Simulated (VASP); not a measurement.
# TlB2 (I4/mmm) in VASP: further runs

Runs on TlB2. Level: PBE. Tasks: single point, relaxation of cell and atoms.

All numbers are computed with VASP 6.6.1; they aren't measurements. Logs are shortened: lines on timing, memory, paths and dates and some standing lists are left out, and cuts for length are marked.

## (1) The cell of the first run

Symmetry: I4/mmm, No. 139, tetragonal system. The conventional cell has a = 2.820 Å, b = 2.820 Å, c = 10.653 Å, α = 90.00°, β = 90.00°, γ = 90.00°. Within 3.4 Å of Tl (site symmetry 4/mmm) lie 10 B at 2.61 to 3.37 Å and 4 Tl at 2.82 Å. B (site symmetry 4mm) has 4 B at 2.00 Å and 1 Tl at 2.61 Å within 2.7 Å.

## (2) Single point, PBE

Contents of INCAR:

```
SYSTEM = TlB2
  ALGO = Normal
  EDIFF = 1E-7
  ENCUT = 520
  GGA = PE
  ISIF = 2
  ISMEAR = 0
  LASPH = .TRUE.
  LCHARG = .FALSE.
  LREAL = .FALSE.
  LWAVE = .FALSE.
  NBANDS = 16
  NELM = 100
  PREC = Accurate
  SIGMA = 0.1
```

Contents of KPOINTS:

```
k-points
0
G
  8 8 8
  0 0 0
```

Contents of POSCAR:

```
TlB2
1.0
   -1.4099152759      1.4099152759      5.3264777817
    1.4099152759     -1.4099152759      5.3264777817
    1.4099152759      1.4099152759     -5.3264777817
Tl B
1 2
Direct
    0.0000000000      0.0000000000      0.0000000000
    0.7547976380      0.7547976380      0.0000000000
    0.2452023620      0.2452023620      0.0000000000
```

Potentials or basis: VASP PAW PBE potentials, release 64 (Tl_d, B).

Started as:

```bash
$ cat potpaw_PBE.64/Tl_d/POTCAR potpaw_PBE.64/B/POTCAR > POTCAR
$ mpirun -np 1 vasp_std > vasp.out
```

OUTCAR:

```text
SYSTEM = TlB2
   EDIFF = 1E-7
   ENCUT = 520
   GGA = PE
   ISIF = 2
   ISMEAR = 0
   LASPH = .TRUE.
   LREAL = .FALSE.
   NELM = 100
   PREC = Accurate

 ion  position               nearest neighbor table
   1  0.000  0.000  0.000-   2 2.61   3 2.61
   2  0.755  0.755  0.000-   3 2.00   3 2.00   3 2.00   3 2.00   1 2.61
   3  0.245  0.245  0.000-   2 2.00   2 2.00   2 2.00   2 2.00   1 2.61

  LATTYP: Found a body centered tetragonal cell.
 ALAT       =     2.8198305518
 C/A-ratio  =     3.7778708216

  Lattice vectors:

 A1 = (  -1.4099152759,   1.4099152759,   5.3264777817)
 A2 = (   1.4099152759,  -1.4099152759,   5.3264777817)
 A3 = (   1.4099152759,   1.4099152759,  -5.3264777817)

Analysis of symmetry for initial positions (statically):
=====================================================================
 Subroutine PRICEL returns:
 Original cell was already a primitive cell.

 Routine SETGRP: Setting up the symmetry group for a
 body centered tetragonal supercell.

 Subroutine GETGRP returns: Found 16 space group operations
 (whereof 16 operations were pure point group operations)
 out of a pool of 16 trial point group operations.

The static configuration has the point symmetry D_4h.

Analysis of symmetry for dynamics (positions and initial velocities):
=====================================================================
 Subroutine PRICEL returns:
 Original cell was already a primitive cell.

 Routine SETGRP: Setting up the symmetry group for a
 body centered tetragonal supercell.

 Subroutine GETGRP returns: Found 16 space group operations
 (whereof 16 operations were pure point group operations)
 out of a pool of 16 trial point group operations.

The dynamic configuration has the point symmetry D_4h.

 Subroutine INISYM returns: Found 16 space group operations
 (whereof 16 operations are pure point group operations),
 and found     1 'primitive' translations

----------------------------------------------------------------------------------------

                                     Primitive cell

  volume of cell :      42.3532

  direct lattice vectors                    reciprocal lattice vectors
    -1.409915276  1.409915276  5.326477782     0.000000000  0.354631238  0.093870663
     1.409915276 -1.409915276  5.326477782     0.354631238  0.000000000  0.093870663
[... 86 lines left out ...]
   NELM   =    100;   NELMIN=  2; NELMDL= -5     # of ELM steps
   EDIFF  = 0.1E-06   stopping-criterion for ELM
   LREAL  =      F    real-space projection
   EDIFFG = 0.1E-05   stopping-criterion for IOM
   NSW    =      0    number of steps for IOM
   IBRION =     -1    ionic relax: 0-MD 1-quasi-New 2-CG
   NFREE  =      0    steps in history (QN), initial steepest desc. (CG)
   ISIF   =      2    stress and relaxation
   ISYM   =      2    0-nonsym 1-usesym 2-fastsym
   POTIM  = 0.5000    time-step for ionic-motion
   TEBEG  =    0.0;   TEEND  =   0.0 temperature during run
   PSTRESS=    0.0 pullay stress
   NELECT =      19.0000    total number of electrons
   NUPDOWN=      -1.0000    fix difference up-down
   EMIN   =  10.00;   EMAX   =-10.00  energy-range for DOS
   EFERMI =   0.00;   METHOD = LEGACY
   ISMEAR =     0;   SIGMA  =   0.10  broadening in eV -4-tet -1-fermi 0-gaus
   EFERMI_NEDOS =   21; number of points for ismear=-14 and -15
   IALGO  =     38    algorithm
   IMIX   =      4    mixing-type and parameters
     AMIX     =   0.40;   BMIX     =  1.00
     AMIX_MAG =   1.60;   BMIX_MAG =  1.00
  volume/ion in A,a.u.               =      14.12        95.27
  Fermi-wavevector in a.u.,A,eV,Ry     =   1.253230  2.368261 21.369099  1.570584
  Thomas-Fermi vector in A             =   2.387092
   LORBIT       =      0    0 simple, 1 ext, 2 COOP (PROOUT), +10 PAW based schemes
   GGA     = PE    functional components
   LHFCALC =     F    Hartree Fock is set to
   AEXX    =    0.0000 exact exchange contribution
   IVDW    =     0    specifies the selected vdW correction
   LEPSILON=     F    determine dielectric tensor
   LRPA    =     F    only Hartree local field effects (RPA)
 non-spin polarized calculation
 Gauss-broadening in eV      SIGMA  =   0.10
  energy-cutoff  :      520.00
  volume of cell :       42.35
 maximum number of plane-waves:      1160
   NGX = 21   NGY = 21   NGZ = 21

 number of electron      19.0000002 magnetization

 Free energy of the ion-electron system (eV)
  ---------------------------------------------------
  ext. energy  EPLUGINS =         0.00000000
  ---------------------------------------------------
  free energy    TOTEN  =       -11.45383810 eV

  energy without entropy =      -11.44259478  energy(sigma->0) =      -11.44821644

 E-fermi :   6.8239     XC(G=0): -11.0570

 val. band max:        6.8229770210   @ k =  -0.2500   0.1250   0.0000
 cond. band min:       6.8456972826   @ k =   0.5000   0.2500   0.0000
 fundamental gap:      0.0227202616
 Fermi energy:         6.8239198905

 k-point     1 :       0.0000    0.0000    0.0000
  band No.  band energies     occupation
      1      -6.5819      2.00000
      2      -6.0980      2.00000
      3      -5.7209      2.00000
      4      -4.5785      2.00000
      5      -4.5785      2.00000
      6      -4.3402      2.00000
[... 433 lines left out ...]
      3      -5.1761      2.00000
      4      -4.9502      2.00000
      5      -4.5024      2.00000
      6      -0.2439      2.00000
[... 8 lines left out ...]
     15      15.7117      0.00000
     16      17.5833      0.00000

 [... further k-points ...]

------------------------ aborting loop because EDIFF is reached ----------------------------------------

  FORCE on cell =-STRESS in cart. coord.  units (eV):
  Direction    XX          YY          ZZ          XY          YZ          ZX
  --------------------------------------------------------------------------------------
  -------------------------------------------------------------------------------------
  Total        0.0245472      0.0245472      0.0538261      0.0000000     -0.0000000      0.0000000
  in kB        0.9285960      0.9285960      2.0361841      0.0000000     -0.0000000      0.0000000
  external PRESSURE =       1.2977920 kB  Pullay stress =       0.0000000 kB

 VOLUME and BASIS-vectors are now :
 -----------------------------------------------------------------------------
  energy-cutoff  :      520.00
  volume of cell :       42.35
      direct lattice vectors                 reciprocal lattice vectors
    -1.409915276  1.409915276  5.326477782     0.000000000  0.354631238  0.093870663
     1.409915276 -1.409915276  5.326477782     0.354631238  0.000000000  0.093870663
     1.409915276  1.409915276 -5.326477782     0.354631238  0.354631238  0.000000000

 POSITION                                       TOTAL-FORCE (eV/Angst)
 -----------------------------------------------------------------------------------
      0.00000      0.00000      0.00000         0.000000      0.000000      0.000000
      0.00000      0.00000      8.04083         0.000000      0.000000      0.026547
      0.00000      0.00000      2.61213        -0.000000     -0.000000     -0.026547
 -----------------------------------------------------------------------------------
    total drift:                               -0.000000      0.000000      0.000000

  FREE ENERGIE OF THE ION-ELECTRON SYSTEM (eV)
  ---------------------------------------------------
  free  energy   TOTEN  =       -11.4538380955 eV

  energy  without entropy=      -11.4425947841  energy(sigma->0) =      -11.44821644
```

It took 2.1 min on 1 thread of Oxide Virtual Turin-like, shared host; peak memory 0.24 GiB.

Results:

| Item | Value |
| --- | --- |
| Free energy | -11.4538 eV |
| Pressure | 0.1 GPa |
| Largest force | 0.027 eV/Å |
| Band gap on the k mesh | zero (an odd number of electrons rules out a gap without spin polarisation) |

Forces on the atoms (eV/Å):
```
Tl   0.000  0.000  0.000
B    0.000  0.000  0.027
B    0.000  0.000 -0.027
```

Stress tensor (GPa, compression positive):
```
0.09 0.00 0.00
0.00 0.09 0.00
0.00 0.00 0.20
```

Levels at points of the mesh, in eV from the Fermi level:
```
           k point  band 8  band 9  band 10  band 11  band 12  band 13
(0.00, 0.00, 0.00)   -5.52    0.19     0.19     6.14     6.43     7.29
(0.50, 0.00, 0.00)   -4.51   -3.28     0.18     2.06     4.35     4.42
(0.50, 0.50, 0.00)   -3.33   -3.26    -0.21     0.45     1.27     1.36
(0.50, 0.50, 0.50)   -0.66    0.10     0.10     1.09     6.50     7.02
```

Caveat: spin-orbit coupling is left out, which moves the levels of the heavy elements.

## (3) Relaxation of cell and atoms, PBE

This run uses another cell than the first one, of 13.52 Å³/atom.

Contents of INCAR:

```
PREC = Accurate
ENCUT = 600
EDIFF = 1E-6
ISMEAR = 0
SIGMA = 0.1
LREAL = F
LASPH = T
NELM = 100
ALGO = Normal
ISIF = 3
LWAVE = F
LCHARG = F
GGA = PE
IBRION = 2
NSW = 90
EDIFFG = -0.04
```

Contents of KPOINTS:

```
Automatic mesh
0
Gamma
  8 8 8
```

Contents of POSCAR:

```
TlB2
1.0
   -1.6046975262      1.6046975262      3.9365236189
    1.6046975262     -1.6046975262      3.9365236189
    1.6046975262      1.6046975262     -3.9365236189
Tl B
1 2
Direct
    0.0000000000      0.0000000000      0.0000000000
    0.6650000000      0.6650000000      0.0000000000
    0.3350000000      0.3350000000      0.0000000000
```

Potentials or basis: VASP PAW PBE potentials, release 64 (Tl_d, B).

Started as:

```bash
$ cat potpaw_PBE.64/Tl_d/POTCAR potpaw_PBE.64/B/POTCAR > POTCAR
$ mpirun -np 1 vasp_std > vasp.out
```

Wall time 27 min (1 thread of Oxide Virtual Turin-like, shared host); peak memory 0.22 GiB.

Results (log left out):

| Item | Value |
| --- | --- |
| Free energy | -11.4499 eV |
| Relaxed volume | 14.09 Å³/atom |
| Relaxed cell | a = 5.647 Å, b = 5.647 Å, c = 5.647 Å, α = 150.98°, β = 150.98°, γ = 41.51° |
| Space group after relaxing (to 0.1 Å) | I4/mmm (No. 139) |
| Energy gained by relaxing | 887.7 meV/atom |
| Ionic steps | 40 |
| Pressure after relaxing | -0.2 GPa |
| Largest force after relaxing | 0.025 eV/Å |
| Band gap on the k mesh | zero (an odd number of electrons rules out a gap without spin polarisation) |

Forces on the atoms (eV/Å):
```
Tl   0.000  0.000  0.000
B    0.000  0.000  0.025
B    0.000  0.000 -0.025
```

Stress tensor (GPa, compression positive):
```
-0.39  0.00  0.00
 0.00 -0.39  0.00
 0.00  0.00  0.25
```

The path:
```
step  energy change (eV)  largest force (eV/Å)  pressure (GPa)  volume (Å³)
   1              0.0000                0.9556            8.11        40.55
   2             -0.2157                0.5129           -1.11        44.65
   3             -0.2239                0.4746           -3.18        45.93
   4             -0.2929                0.4482           -1.78        44.71
   5             -0.3198                0.2994            0.26        43.59
   6             -0.3199                0.3196            0.00        43.69
   7             -0.3499                0.4879            0.27        43.41
   8             -0.4822                0.6392            1.41        42.56
   9             -0.8598                0.4516            4.86        40.81
  10             -0.9022                3.5132           27.18        37.13
  11             -1.1115                0.6003           11.37        39.33
  12             -1.1242                1.6931           17.20        38.38
  13             -1.1356                1.2606           15.05        38.71
  14             -1.1364                1.2692           15.08        38.71
  15             -1.1387                1.2958           15.20        38.69
  16             -1.1432                1.3517           15.46        38.66
  17             -1.1509                1.4743           15.95        38.59
  18             -1.1605                1.7442           16.93        38.45
  19             -1.1591                2.2893           19.24        38.17
  20             -1.1630                1.9720           18.07        38.32
  21             -1.1785                1.9736           17.96        38.33
  22             -1.2243                1.9927           17.58        38.37
  23             -1.3121                2.0336           16.86        38.45
  24             -1.4669                2.0324           15.84        38.59
  25             -1.7166                2.1955           14.19        38.81
  26             -1.9803                2.2411           12.26        39.03
  27             -1.4312                3.3092           13.43        38.67
  28             -1.9231                2.6804           12.61        39.04
  29             -1.9115                2.5157           12.37        39.01
  30             -2.0802                2.1031            8.87        39.58
  31             -2.4093                1.2515            1.34        41.33
  32             -2.5723                0.3362           -6.13        44.97
  33             -2.5734                0.3699           -5.83        44.72
  34             -2.6155                0.3077           -4.13        43.85
  35             -2.6559                0.1650           -0.02        42.12
  36             -2.6564                0.1463            0.58        41.91
  37             -2.6564                0.1511            0.42        41.96
  38             -2.6578                0.1401            0.38        41.99
  39             -2.6612                0.0971            0.22        42.09
  40             -2.6631                0.0255           -0.18        42.28
```

Final structure:
```
Tl B
1.0
    -1.41478    1.41478    5.28024
     1.41478   -1.41478    5.28024
     1.41478    1.41478   -5.28024
Tl B
1 2
Cartesian
  0.0000 0.0000 0.0000
  0.0000 0.0000 7.9747
  0.0000 0.0000 2.5858
```

Levels at points of the mesh, in eV from the Fermi level:
```csv
k point,band 6,band 7,band 8,band 9,band 10,band 11,band 12,band 13
"(0.00, 0.00, 0.00)",-11.17,-7.56,-5.51,0.20,0.20,6.07,6.65,7.21
"(0.50, 0.00, 0.00)",-8.02,-7.79,-4.51,-3.28,0.22,2.16,4.31,4.39
"(0.50, 0.50, 0.00)",-5.17,-4.86,-3.39,-3.31,-0.27,0.42,1.30,1.31
"(0.50, 0.50, 0.50)",-11.17,-10.42,-0.47,0.09,0.09,1.25,6.37,6.94
```

Caveat: a cell axis changed by over 15 % at a fixed basis, so the end point is rough; spin-orbit coupling is left out, which moves the levels of the heavy elements.

The gap in the log of VASP goes by the Fermi energy; the results here count the filled bands.